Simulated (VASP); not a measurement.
# ZrSi2 (I4/mmm) in VASP: further runs

The runs below take ZrSi2 through single point, with PBE.

All numbers are computed with VASP 6.6.1; they aren't measurements. Logs are shortened: lines on timing, memory, paths and dates and some standing lists are left out, and cuts for length are marked.

## Step 1: The cell of the first run

The structure is tetragonal, space group I4/mmm (No. 139). Conventional cell: a = 3.856 Å, b = 3.856 Å, c = 7.184 Å, α = 90.00°, β = 90.00°, γ = 90.00°. Zr (site symmetry 4/mmm) has 4 Si at 1.93 Å within 2.6 Å. Si (site symmetry mmm) has 2 Zr at 1.93 Å within 2.6 Å.

The cell was generated, and may not be a known phase.

## Step 2: Single point, PBE

The input, INCAR:

```
PREC = Accurate
ENCUT = 520
EDIFF = 1E-7
ISMEAR = 0
SIGMA = 0.1
LREAL = False
LASPH = True
NELM = 60
ALGO = Normal
ISIF = 2
LWAVE = False
LCHARG = False
GGA = PE
NBANDS = 17
```

The input, KPOINTS:

```
regular mesh
0
Gamma
  6 6 6
```

The input, POSCAR:

```
ZrSi2
1.0
   -1.9278526900      1.9278526900      3.5921819800
    1.9278526900     -1.9278526900      3.5921819800
    1.9278526900      1.9278526900     -3.5921819800
Zr Si
1 2
Direct
    0.0000000000      0.0000000000      0.0000000000
    0.5000000000      0.0000000000      0.5000000000
    0.0000000000      0.5000000000      0.5000000000
```

Potentials or basis: VASP PAW PBE potentials, release 64 (Zr_sv, Si).

The run is started by

```sh
$ cat potpaw_PBE.64/Zr_sv/POTCAR potpaw_PBE.64/Si/POTCAR > POTCAR
$ mpirun -np 1 vasp_std > vasp.out
```

OUTCAR:

```text
PREC = Accurate
   ENCUT = 520
   EDIFF = 1E-7
   ISMEAR = 0
   LREAL = False
   LASPH = True
   NELM = 60
   ISIF = 2
   GGA = PE

 ion  position               nearest neighbor table
   1  0.000  0.000  0.000-   2 1.93   3 1.93   3 1.93   2 1.93
   2  0.500  0.000  0.500-   1 1.93   1 1.93   3 2.73   3 2.73   3 2.73   3 2.73
   3  0.000  0.500  0.500-   1 1.93   1 1.93   2 2.73   2 2.73   2 2.73   2 2.73

  LATTYP: Found a body centered tetragonal cell.
 ALAT       =     3.8557053800
 C/A-ratio  =     1.8633072945

  Lattice vectors:

 A1 = (  -1.9278526900,   1.9278526900,   3.5921819800)
 A2 = (   1.9278526900,  -1.9278526900,   3.5921819800)
 A3 = (   1.9278526900,   1.9278526900,  -3.5921819800)

Analysis of symmetry for initial positions (statically):
=====================================================================
 Subroutine PRICEL returns:
 Original cell was already a primitive cell.

 Routine SETGRP: Setting up the symmetry group for a
 body centered tetragonal supercell.

 Subroutine GETGRP returns: Found 16 space group operations
 (whereof 16 operations were pure point group operations)
 out of a pool of 16 trial point group operations.

The static configuration has the point symmetry D_4h.

Analysis of symmetry for dynamics (positions and initial velocities):
=====================================================================
 Subroutine PRICEL returns:
 Original cell was already a primitive cell.

 Routine SETGRP: Setting up the symmetry group for a
 body centered tetragonal supercell.

 Subroutine GETGRP returns: Found 16 space group operations
 (whereof 16 operations were pure point group operations)
 out of a pool of 16 trial point group operations.

The dynamic configuration has the point symmetry D_4h.

 Subroutine INISYM returns: Found 16 space group operations
 (whereof 16 operations are pure point group operations),
 and found     1 'primitive' translations

----------------------------------------------------------------------------------------

                                     Primitive cell

  volume of cell :      53.4030

  direct lattice vectors                    reciprocal lattice vectors
    -1.927852690  1.927852690  3.592181980     0.000000000  0.259355916  0.139191166
     1.927852690 -1.927852690  3.592181980     0.259355916  0.000000000  0.139191166
     1.927852690  1.927852690 -3.592181980     0.259355916  0.259355916  0.000000000

  length of vectors
[... 86 lines left out ...]
   EDIFFG = 0.1E-05   stopping-criterion for IOM
   NSW    =      0    number of steps for IOM
   IBRION =     -1    ionic relax: 0-MD 1-quasi-New 2-CG
   NFREE  =      0    steps in history (QN), initial steepest desc. (CG)
   ISIF   =      2    stress and relaxation
   ISYM   =      2    0-nonsym 1-usesym 2-fastsym
   POTIM  = 0.5000    time-step for ionic-motion
   TEBEG  =    0.0;   TEEND  =   0.0 temperature during run
   PSTRESS=    0.0 pullay stress
   NELECT =      20.0000    total number of electrons
   NUPDOWN=      -1.0000    fix difference up-down
   EMIN   =  10.00;   EMAX   =-10.00  energy-range for DOS
   EFERMI =   0.00;   METHOD = LEGACY
   ISMEAR =     0;   SIGMA  =   0.10  broadening in eV -4-tet -1-fermi 0-gaus
   EFERMI_NEDOS =   21; number of points for ismear=-14 and -15
   IALGO  =     38    algorithm
   IMIX   =      4    mixing-type and parameters
     AMIX     =   0.40;   BMIX     =  1.00
     AMIX_MAG =   1.60;   BMIX_MAG =  1.00
  volume/ion in A,a.u.               =      17.80       120.13
  Fermi-wavevector in a.u.,A,eV,Ry     =   1.180038  2.229949 18.945987  1.392491
  Thomas-Fermi vector in A             =   2.316338
   LORBIT       =      0    0 simple, 1 ext, 2 COOP (PROOUT), +10 PAW based schemes
   GGA     = PE    functional components
   LHFCALC =     F    Hartree Fock is set to
   AEXX    =    0.0000 exact exchange contribution
   IVDW    =     0    specifies the selected vdW correction
   LEPSILON=     F    determine dielectric tensor
   LRPA    =     F    only Hartree local field effects (RPA)
 non-spin polarized calculation
 Gauss-broadening in eV      SIGMA  =   0.10
  energy-cutoff  :      520.00
  volume of cell :       53.40
 maximum number of plane-waves:      1462
 NGX is ok and might be reduce to    36
   NGX = 17   NGY = 17   NGZ = 17

 number of electron      20.0000000 magnetization

 Free energy of the ion-electron system (eV)
  ---------------------------------------------------
  ext. energy  EPLUGINS =         0.00000000
  ---------------------------------------------------
  free energy    TOTEN  =        -3.59255533 eV

  energy without entropy =       -3.57525209  energy(sigma->0) =       -3.58390371

 E-fermi :   8.1596     XC(G=0): -10.3340

 val. band max:        8.1435486980   @ k =   0.1667   0.1667   0.1667
 cond. band min:       8.1694884396   @ k =   0.1667   0.1667  -0.0000
 fundamental gap:      0.0259397416
 Fermi energy:         8.1596269152

 k-point     1 :       0.0000    0.0000    0.0000
  band No.  band energies     occupation
      1     -39.6275      2.00000
      2     -18.9548      2.00000
      3     -18.9548      2.00000
      4     -17.4242      2.00000
      5      -2.0064      2.00000
      6       1.3625      2.00000
[... 457 lines left out ...]
      4     -17.4456      2.00000
      5      -1.2339      2.00000
      6       1.3199      2.00000
[... 9 lines left out ...]
     16      15.5532      0.00000
     17      16.6734      0.00000

 [... further k-points ...]

------------------------ aborting loop because EDIFF is reached ----------------------------------------

  FORCE on cell =-STRESS in cart. coord.  units (eV):
  Direction    XX          YY          ZZ          XY          YZ          ZX
  --------------------------------------------------------------------------------------
  -------------------------------------------------------------------------------------
  Total       48.9786831     48.9786831     -2.0771413      0.0000000      0.0000000      0.0000000
  in kB     1469.4393780   1469.4393780    -62.3175854      0.0000000      0.0000000      0.0000000
  external PRESSURE =     958.8537235 kB  Pullay stress =       0.0000000 kB

 VOLUME and BASIS-vectors are now :
 -----------------------------------------------------------------------------
  energy-cutoff  :      520.00
  volume of cell :       53.40
      direct lattice vectors                 reciprocal lattice vectors
    -1.927852690  1.927852690  3.592181980     0.000000000  0.259355916  0.139191166
     1.927852690 -1.927852690  3.592181980     0.259355916  0.000000000  0.139191166
     1.927852690  1.927852690 -3.592181980     0.259355916  0.259355916  0.000000000

 POSITION                                       TOTAL-FORCE (eV/Angst)
 -----------------------------------------------------------------------------------
      0.00000      0.00000      0.00000         0.000000     -0.000000      0.000000
      0.00000      1.92785      0.00000         0.000000     -0.000000     -0.000000
      1.92785      0.00000      0.00000        -0.000000      0.000000     -0.000000
 -----------------------------------------------------------------------------------
    total drift:                                0.000000     -0.000000     -0.000000

  FREE ENERGIE OF THE ION-ELECTRON SYSTEM (eV)
  ---------------------------------------------------
  free  energy   TOTEN  =        -3.5925553334 eV

  energy  without entropy=       -3.5752520890  energy(sigma->0) =       -3.58390371
```

Run time: 39 s. Hardware: 1 thread of Oxide Virtual Turin-like, shared host; peak memory 0.18 GiB.

Results:

- Free energy: -3.5926 eV
- Pressure: 95.9 GPa
- Band gap on the k mesh: zero (bands 10 and 11 overlap by 2.34 eV)

Stress tensor (GPa, compression positive):
```
146.94   0.00   0.00
  0.00 146.94   0.00
  0.00   0.00  -6.23
```

Caveat: the stress differs along the axes, from -6 to 147 GPa.

## Step 3: Single point, PBE

This run uses another cell than the first one, of 21.71 Å³/atom.

The input, INCAR:

```
SYSTEM = ZrSi2
  ALGO = Normal
  EDIFF = 1E-6
  ENCUT = 520
  GGA = PE
  ISIF = 2
  ISMEAR = 0
  LASPH = .True.
  LCHARG = .False.
  LREAL = .False.
  LWAVE = .False.
  NBANDS = 17
  NELM = 80
  PREC = Accurate
  SIGMA = 0.1
```

The input, KPOINTS:

```
k-points
0
Gamma
  6 6 6
  0 0 0
```

The input, POSCAR:

```
ZrSi2
1.0
   -2.6613565977      2.6613565977      2.2991790809
    2.6613565977     -2.6613565977      2.2991790809
    2.6613565977      2.6613565977     -2.2991790809
Zr Si
1 2
Direct
    0.0000000000      0.0000000000      0.0000000000
    0.5000000000      0.0000000000      0.5000000000
    0.0000000000      0.5000000000      0.5000000000
```

Potentials or basis: VASP PAW PBE potentials, release 64 (Zr_sv, Si).

The run is started by

```sh
$ cat potpaw_PBE.64/Zr_sv/POTCAR potpaw_PBE.64/Si/POTCAR > POTCAR
$ mpirun -np 1 vasp_std > vasp.out
```

It took 44 s on 1 thread of Oxide Virtual Turin-like, shared host; peak memory 0.18 GiB.

It converged, with:

* Free energy: -18.1373 eV
* Pressure: 0.0 GPa
* Band gap on the k mesh: zero (bands 10 and 11 overlap by 1.31 eV)

Levels at points of the mesh, in eV from the Fermi level:
```csv
k point,band 8,band 9,band 10,band 11,band 12,band 13
"(0.00, 0.00, 0.00)",-1.14,-0.75,-0.75,-0.60,-0.60,-0.10
"(0.50, 0.00, 0.00)",-2.79,-1.45,-1.01,0.37,1.32,1.63
"(0.50, 0.50, 0.00)",-2.88,-2.68,-1.58,1.33,1.46,2.25
"(0.50, 0.50, 0.50)",-3.62,-3.62,0.06,0.94,0.94,1.11
```

The gap in the log of VASP goes by the Fermi energy; the results here count the filled bands.